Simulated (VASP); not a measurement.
## Ta: single point with r2SCAN

The system is Ta.

```
CELL_PARAMETERS angstrom
0.00000 2.05054 2.05054
2.05054 0.00000 2.05054
2.05054 2.05054 0.00000
ATOMIC_POSITIONS crystal
Ta 0.00000 0.00000 0.00000
```

This isn't the form of Ta at room conditions, which is bcc.

```
Program             : VASP 6.6.1
Task                : single point
Functional          : r2SCAN
Potentials or basis : VASP PAW PBE potentials, release 64 (Ta_pv)
Cutoff              : 550 eV
k mesh              : 14 × 14 × 14
Occupations         : fermi-dirac, width 0.08 eV
Spin                : no spin polarisation
```

```yaml
Pressure: 18.3 GPa
Band_gap_on_the_k_mesh: zero (an odd number of electrons rules out a gap without spin polarisation)
```

Levels at points of the mesh, in eV from the Fermi level:
| k point | band 2 | band 3 | band 4 | band 5 | band 6 | band 7 | band 8 | band 9 |
| --- | --- | --- | --- | --- | --- | --- | --- | --- |
| (0.00, 0.00, 0.00) | -34.51 | -34.51 | -8.95 | 0.45 | 0.45 | 0.45 | 4.07 | 4.07 |
| (0.50, 0.00, 0.00) | -34.69 | -34.69 | -5.24 | 0.23 | 0.23 | 0.81 | 6.68 | 6.68 |
| (0.50, 0.50, 0.00) | -35.01 | -35.01 | -5.10 | -4.01 | 3.39 | 6.76 | 7.42 | 7.42 |

It took 61 s on 1 thread of Intel(R) Xeon(R) Platinum 8259CL CPU @ 2.50GHz (Skylake/Cascade Lake) (shared host), peak memory 0.16 GiB.

Caveat: the cell stands under pressure; the PAW data sets were made with another functional, which shifts forces and pressure a little; spin-orbit coupling is left out, which moves the levels of the heavy elements.
